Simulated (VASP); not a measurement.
Wanted: the native input for a VASP 6.6.1 run.

| Item | Value |
| --- | --- |
| Task | single point |
| Functional | r2SCAN |
| Dispersion | D4 |
| Potentials or basis | VASP PAW PBE potentials, release 64 (Re) |
| Cutoff | 520 eV |
| k mesh | 11 × 11 × 6 |
| Occupations | fermi-dirac, width 0.05 eV |
| Spin | no spin polarisation |
| Dipole correction | no |
| Further INCAR settings | ALGO = Normal; EDIFF = 1e-06; NBANDS = 14 |

Crystal: Re.

```
Re
1.0
     2.79713    0.00000    0.00000
    -1.39857    2.42239    0.00000
     0.00000    0.00000    4.51687
Re
2
Direct
  0.66667 0.33333 0.75000
  0.33333 0.66667 0.25000
```

One way to write it, as run:

POSCAR

```
Re
1.0
    2.7971304821      0.0000000000      0.0000000000
   -1.3985652410      2.4223860552      0.0000000000
    0.0000000000      0.0000000000      4.5168672541
Re
2
Direct
    0.6666666667      0.3333333333      0.7500000000
    0.3333333333      0.6666666667      0.2500000000
```

INCAR.step1

```
PREC     = Accurate       # precision mode
ENCUT    = 520            # plane-wave cutoff, eV
ISMEAR   = -1             # smearing method
SIGMA    = 0.05           # smearing width, eV
LREAL    = False          # projectors in reciprocal space
LASPH    = True           # aspherical terms in the spheres
NELM     = 100            # most SCF steps
NBANDS   = 14             # bands
GGA      = PE             # functional
ALGO     = Normal         # electronic algorithm
EDIFF    = 1E-4           # SCF threshold, eV
LWAVE    = True           # write WAVECAR
LCHARG   = False          # write CHGCAR
```

INCAR.step2

```
PREC     = Accurate       # precision mode
ENCUT    = 520            # plane-wave cutoff, eV
EDIFF    = 1E-6           # SCF threshold, eV
ISMEAR   = -1             # smearing method
SIGMA    = 0.05           # smearing width, eV
LREAL    = False          # projectors in reciprocal space
LASPH    = True           # aspherical terms in the spheres
NELM     = 100            # most SCF steps
ALGO     = Normal         # electronic algorithm
ISIF     = 2              # what is computed and relaxed
LWAVE    = False          # write WAVECAR
LCHARG   = False          # write CHGCAR
METAGGA  = R2SCAN         # meta-GGA
LMIXTAU  = True         
IVDW     = 13             # dispersion correction
VDW_S6   = 1.0          
VDW_S8   = 0.6018749    
VDW_A1   = 0.51559235   
VDW_A2   = 5.77342911   
NBANDS   = 14             # bands
ISTART   = 1
```

KPOINTS

```
Automatic mesh
0
Gamma
  11 11 6
```

Potentials or basis: VASP PAW PBE potentials, release 64 (Re).

Run with:

```console
$ cat potpaw_PBE.64/Re/POTCAR > POTCAR
$ cp INCAR.step1 INCAR
$ mpirun -np 1 vasp_std > vasp.out
$ cp INCAR.step2 INCAR
$ mpirun -np 1 vasp_std > vasp.out
```

Results of the run:

```json
{
 "Pressure": "-16.3 GPa",
 "Band gap on the k mesh": "zero (bands 7 and 8 overlap by 2.87 eV)",
 "Dispersion energy per atom": "-0.210 eV"
}
```

Caveat: the cell stands under tension; the PAW data sets were made with another functional, which shifts forces and pressure a little; spin-orbit coupling is left out, which moves the levels of the heavy elements.

It took 3.1 min on 1 thread of Intel Xeon 8259CL, on a shared host, peak memory 0.18 GiB.
